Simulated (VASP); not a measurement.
# Cu3O (Pm-3m) in VASP: a series of runs

The runs below take Cu3O through single point, relaxation of cell and atoms, with PBE.

All numbers are computed with VASP 6.6.1; they aren't measurements. Logs are shortened: lines on timing, memory, paths and dates and some standing lists are left out, and cuts for length are marked.

**1. The cell of the first run**

It takes space group Pm-3m (No. 221, cubic). The conventional cell has a = 3.544 Å, b = 3.544 Å, c = 3.544 Å, α = 90.00°, β = 90.00°, γ = 90.00°. Within 3.3 Å of O (site symmetry m-3m) lie 12 Cu at 2.51 Å. Within 3.3 Å of Cu (site symmetry 4/mmm) lie 4 O at 2.51 Å and 8 Cu at 2.51 Å.

**2. Single point, PBE, collinear spin**

INCAR reads:

```
SYSTEM = Cu3O
PREC = Accurate
ENCUT = 520
EDIFF = 1E-7
ISMEAR = 0
SIGMA = 0.05
LREAL = .FALSE.
LASPH = .TRUE.
NELM = 150
ALGO = Normal
ISIF = 2
LWAVE = .FALSE.
LCHARG = .FALSE.
ISPIN = 2
MAGMOM = 0 0.6 0.6 0.6
LORBIT = 11
LMAXMIX = 4
GGA = PE
NBANDS = 32
```

KPOINTS reads:

```
Automatic mesh
0
G
  9 9 9
  0 0 0
```

POSCAR reads:

```
Cu3O
1.0
    3.5440779727      0.0000000000      0.0000000000
    0.0000000000      3.5440779727      0.0000000000
    0.0000000000      0.0000000000      3.5440779727
O Cu
1 3
Direct
    0.0000000000      0.0000000000      0.0000000000
    0.0000000000      0.5000000000      0.5000000000
    0.5000000000      0.0000000000      0.5000000000
    0.5000000000      0.5000000000      0.0000000000
```

Potentials or basis: VASP PAW PBE potentials, release 64 (O, Cu).

Started as:

```console
> cat potpaw_PBE.64/O/POTCAR potpaw_PBE.64/Cu/POTCAR > POTCAR
> mpirun -np 1 vasp_std > vasp.out
```

OUTCAR:

```text
SYSTEM = Cu3O
   PREC = Accurate
   ENCUT = 520
   EDIFF = 1E-7
   ISMEAR = 0
   LREAL = .FALSE.
   LASPH = .TRUE.
   NELM = 150
   ISIF = 2
   ISPIN = 2
   LORBIT = 11
   GGA = PE

 ion  position               nearest neighbor table
   1  0.000  0.000  0.000-
   2  0.000  0.500  0.500-   3 2.51   4 2.51   4 2.51   3 2.51   3 2.51   4 2.51   4 2.51   3 2.51

   3  0.500  0.000  0.500-   2 2.51   4 2.51   4 2.51   2 2.51   4 2.51   4 2.51   2 2.51   2 2.51

   4  0.500  0.500  0.000-   2 2.51   3 2.51   2 2.51   3 2.51   3 2.51   3 2.51   2 2.51   2 2.51

  LATTYP: Found a simple cubic cell.
 ALAT       =     3.5440779727

  Lattice vectors:

 A1 = (   3.5440779727,   0.0000000000,   0.0000000000)
 A2 = (   0.0000000000,   3.5440779727,   0.0000000000)
 A3 = (   0.0000000000,   0.0000000000,   3.5440779727)

Analysis of symmetry for initial positions (statically):
=====================================================================
 Subroutine PRICEL returns:
 Original cell was already a primitive cell.

 Routine SETGRP: Setting up the symmetry group for a
 simple cubic supercell.

 Subroutine GETGRP returns: Found 48 space group operations
 (whereof 48 operations were pure point group operations)
 out of a pool of 48 trial point group operations.

The static configuration has the point symmetry O_h .

Analysis of symmetry for dynamics (positions and initial velocities):
=====================================================================
 Subroutine PRICEL returns:
 Original cell was already a primitive cell.

 Routine SETGRP: Setting up the symmetry group for a
 simple cubic supercell.

 Subroutine GETGRP returns: Found 48 space group operations
 (whereof 48 operations were pure point group operations)
 out of a pool of 48 trial point group operations.

The dynamic configuration has the point symmetry O_h .

Analysis of structural, dynamic, and magnetic symmetry:
=====================================================================
 Subroutine PRICEL returns:
 Original cell was already a primitive cell.

 Routine SETGRP: Setting up the symmetry group for a
 simple cubic supercell.

 Subroutine GETGRP returns: Found 48 space group operations
 (whereof 48 operations were pure point group operations)
 out of a pool of 48 trial point group operations.

The overall configuration has the point symmetry O_h .

 Subroutine INISYM returns: Found 48 space group operations
 (whereof 48 operations are pure point group operations),
 and found     1 'primitive' translations

----------------------------------------------------------------------------------------

[... 129 lines left out ...]
  energy-cutoff  :      520.00
  volume of cell :       44.52
 maximum number of plane-waves:      1217
 NGX is ok and might be reduce to    28
   NGX = 13   NGY = 13   NGZ = 13

 number of electron      38.9999973 magnetization       0.0001059

 number of electron      38.9999973 magnetization      -0.0000278

 Free energy of the ion-electron system (eV)
  ---------------------------------------------------
  ext. energy  EPLUGINS =         0.00000000
  ---------------------------------------------------
  free energy    TOTEN  =       -15.22378168 eV

  energy without entropy =      -15.21996709  energy(sigma->0) =      -15.22187438

 E-fermi :   6.1058     XC(G=0): -12.3635

 val. band max:        6.0623847053   @ k =   0.3333   0.1111   0.1111
 cond. band min:       6.1190220819   @ k =   0.4444   0.3333   0.1111
 fundamental gap:      0.0566373766
 Fermi energy:         6.1057512547

 spin component 1

 k-point     1 :       0.0000    0.0000    0.0000
  band No.  band energies     occupation
      1     -11.7701      1.00000
      2      -0.2390      1.00000
      3       2.8157      1.00000
      4       2.8157      1.00000
      5       2.8157      1.00000
      6       2.8755      1.00000
[... 805 lines left out ...]
     30      24.3484      0.00000
     31      25.4160      0.00000

 [... further k-points ...]

 spin component 2

 k-point     1 :       0.0000    0.0000    0.0000
  band No.  band energies     occupation
      1     -11.7701      1.00000
      2      -0.2390      1.00000
      3       2.8157      1.00000
      4       2.8157      1.00000
      5       2.8157      1.00000
      6       2.8754      1.00000
[... 805 lines left out ...]
     30      24.3484      0.00000
     31      25.4160      0.00000

 [... further k-points ...]

 [bands above 31 left out]

------------------------ aborting loop because EDIFF is reached ----------------------------------------

  FORCE on cell =-STRESS in cart. coord.  units (eV):
  Direction    XX          YY          ZZ          XY          YZ          ZX
  --------------------------------------------------------------------------------------
  -------------------------------------------------------------------------------------
  Total        0.0436799      0.0436799      0.0436799      0.0000000      0.0000000      0.0000000
  in kB        1.5721080      1.5721080      1.5721080      0.0000000      0.0000000      0.0000000
  external PRESSURE =       1.5721080 kB  Pullay stress =       0.0000000 kB

 VOLUME and BASIS-vectors are now :
 -----------------------------------------------------------------------------
  energy-cutoff  :      520.00
  volume of cell :       44.52
      direct lattice vectors                 reciprocal lattice vectors
     3.544077973  0.000000000  0.000000000     0.282160835  0.000000000  0.000000000
     0.000000000  3.544077973  0.000000000     0.000000000  0.282160835  0.000000000
     0.000000000  0.000000000  3.544077973     0.000000000  0.000000000  0.282160835

 POSITION                                       TOTAL-FORCE (eV/Angst)
 -----------------------------------------------------------------------------------
      0.00000      0.00000      0.00000         0.000000      0.000000      0.000000
      0.00000      1.77204      1.77204         0.000000      0.000000      0.000000
      1.77204      0.00000      1.77204         0.000000      0.000000      0.000000
      1.77204      1.77204      0.00000         0.000000      0.000000      0.000000
 -----------------------------------------------------------------------------------
    total drift:                                0.000000      0.000000      0.000000

  FREE ENERGIE OF THE ION-ELECTRON SYSTEM (eV)
  ---------------------------------------------------
  free  energy   TOTEN  =       -15.2237816758 eV

  energy  without entropy=      -15.2199670859  energy(sigma->0) =      -15.22187438

 total charge

# of ion       s       p       d       tot
------------------------------------------
    1        1.620   3.145   0.000   4.765
    2        0.390   0.298   9.242   9.930
    3        0.390   0.298   9.242   9.930
    4        0.390   0.298   9.242   9.930
--------------------------------------------------
tot          2.790   4.040  27.727  34.557

 magnetization (x)

# of ion       s       p       d       tot
------------------------------------------
    1       -0.000  -0.000   0.000  -0.000
    2       -0.000  -0.000  -0.000  -0.000
    3       -0.000  -0.000  -0.000  -0.000
    4       -0.000  -0.000  -0.000  -0.000
--------------------------------------------------
tot         -0.000  -0.000  -0.000  -0.000
```

OSZICAR:

```text
N       E                     dE             d eps       ncg     rms          rms(c)
DAV:   1     0.304433806726E+03    0.30443E+03   -0.16612E+04  4824   0.202E+03
DAV:   2     0.182155467543E+02   -0.28622E+03   -0.26554E+03  4528   0.360E+02
DAV:   3    -0.182958593989E+02   -0.36511E+02   -0.34431E+02  5112   0.143E+02
DAV:   4    -0.194407053168E+02   -0.11448E+01   -0.11386E+01  5400   0.321E+01
DAV:   5    -0.194535582423E+02   -0.12853E-01   -0.12852E-01  5504   0.339E+00    0.179E+01
DAV:   6    -0.226329969074E+02   -0.31794E+01   -0.43162E+01  6272   0.137E+02    0.205E+01
DAV:   7    -0.152954566243E+02    0.73375E+01   -0.28992E+01  6352   0.698E+01    0.396E+00
DAV:   8    -0.152521579247E+02    0.43299E-01   -0.15964E+00  6896   0.143E+01    0.127E+00
DAV:   9    -0.152301804287E+02    0.21977E-01   -0.11259E-01  6032   0.585E+00    0.702E-01
DAV:  10    -0.152240554173E+02    0.61250E-02   -0.21082E-02  6912   0.237E+00    0.229E-01
DAV:  11    -0.152238196891E+02    0.23573E-03   -0.20294E-03  7608   0.770E-01    0.964E-02
DAV:  12    -0.152237682851E+02    0.51404E-04   -0.69092E-04  6712   0.403E-01    0.286E-02
DAV:  13    -0.152237812481E+02   -0.12963E-04   -0.35284E-05  6712   0.103E-01    0.119E-02
DAV:  14    -0.152237822956E+02   -0.10475E-05   -0.69347E-06  6904   0.504E-02    0.445E-03
DAV:  15    -0.152237819492E+02    0.34643E-06   -0.11277E-06  6800   0.147E-02    0.195E-03
DAV:  16    -0.152237816874E+02    0.26177E-06   -0.13298E-07  3800   0.803E-03    0.992E-04
DAV:  17    -0.152237816758E+02    0.11636E-07   -0.29651E-08  3432   0.266E-03
   1 F= -.15223782E+02 E0= -.15221874E+02  d E =-.381459E-02  mag=    -0.0000
```

stdout:

```text
POSCAR found type information on POSCAR O Cu
 POSCAR found :  2 types and       4 ions
 scaLAPACK will be used
 LDA part: xc-table for (Slater+PW92), standard interpolation
 POSCAR, INCAR and KPOINTS ok, starting setup
 FFT: planning ... GRIDC
 FFT: planning ... GRID_SOFT
 FFT: planning ... GRID
 WAVECAR not read
 entering main loop
```

Wall time 71 s (1 thread of Intel Xeon Platinum 8559C (Emerald Rapids), shared host); peak memory 0.21 GiB.

Results:

| Quantity | Value |
| --- | --- |
| Free energy | -15.2238 eV |
| Pressure | 0.2 GPa |
| Net moment | 0.00 μB per cell |
| Valence electrons inside the program's atomic spheres | O 4.76; Cu 9.93 |

**3. Relaxation of cell and atoms, PBE, collinear spin**

This run uses another cell than the first one, of 6.03 Å³/atom.

INCAR reads:

```
PREC = Accurate
ENCUT = 600
EDIFF = 1E-7
ISMEAR = 0
SIGMA = 0.05
LREAL = F
LASPH = T
NELM = 150
ALGO = Normal
ISIF = 3
LWAVE = F
LCHARG = F
ISPIN = 2
MAGMOM = 0 0.6 0.6 0.6
LORBIT = 11
LMAXMIX = 4
GGA = PE
IBRION = 2
NSW = 80
EDIFFG = -0.02
```

KPOINTS reads:

```
regular mesh
0
Gamma
  9 9 9
```

POSCAR reads:

```
Cu3O
1.0
    2.8900000000      0.0000000000      0.0000000000
    0.0000000000      2.8900000000      0.0000000000
    0.0000000000      0.0000000000      2.8900000000
O Cu
1 3
Direct
    0.0000000000      0.0000000000      0.0000000000
    0.0000000000      0.5000000000      0.5000000000
    0.5000000000      0.0000000000      0.5000000000
    0.5000000000      0.5000000000      0.0000000000
```

Potentials or basis: VASP PAW PBE potentials, release 64 (O, Cu).

Started as:

```console
> cat potpaw_PBE.64/O/POTCAR potpaw_PBE.64/Cu/POTCAR > POTCAR
> mpirun -np 1 vasp_std > vasp.out
```

Run time: 5.4 min. Hardware: 1 thread of Intel Xeon Platinum 8559C (Emerald Rapids), shared host; peak memory 0.18 GiB.

Results (log left out):

```yaml
Free_energy: -15.0805 eV
Relaxed_volume: 10.90 Å³/atom
Relaxed_cell: a = 3.520 Å, b = 3.520 Å, c = 3.520 Å, α = 90.00°, β = 90.00°, γ = 90.00°
Space_group_after_relaxing_to_0.1_Å: Pm-3m (No. 221)
Pressure_after_relaxing: 0.2 GPa
Net_moment: 0.00 μB per cell
Valence_electrons_inside_the_program's_atomic_spheres: O 4.81; Cu 9.95
```

Final structure:
```cif
data_structure
_symmetry_space_group_name_H-M 'P 1'
_symmetry_Int_Tables_number 1
_cell_length_a 3.5200
_cell_length_b 3.5200
_cell_length_c 3.5200
_cell_angle_alpha 90.000
_cell_angle_beta 90.000
_cell_angle_gamma 90.000
_cell_volume 43.61
loop_
_atom_site_label
_atom_site_type_symbol
_atom_site_fract_x
_atom_site_fract_y
_atom_site_fract_z
_atom_site_occupancy
O1 O 0.00000 0.00000 0.00000 1
Cu1 Cu 0.00000 0.50000 0.50000 1
Cu2 Cu 0.50000 0.00000 0.50000 1
Cu3 Cu 0.50000 0.50000 0.00000 1
```

Levels at points of the mesh, in eV from the Fermi level:
Spin up:
```tsv
k point	band 16	band 17	band 18	band 19	band 20	band 21	band 22	band 23	band 24
(0.00, 0.00, 0.00)	-1.17	-0.66	-0.61	-0.61	-0.61	5.96	5.96	5.96	8.03
```
Spin down:
```
           k point  band 16  band 17  band 18  band 19  band 20  band 21  band 22  band 23  band 24
(0.00, 0.00, 0.00)    -1.17    -0.66    -0.61    -0.61    -0.61     5.96     5.96     5.96     8.03
```

Caveat: the volume moved by over 15 % at a fixed basis, so the end points are rough.
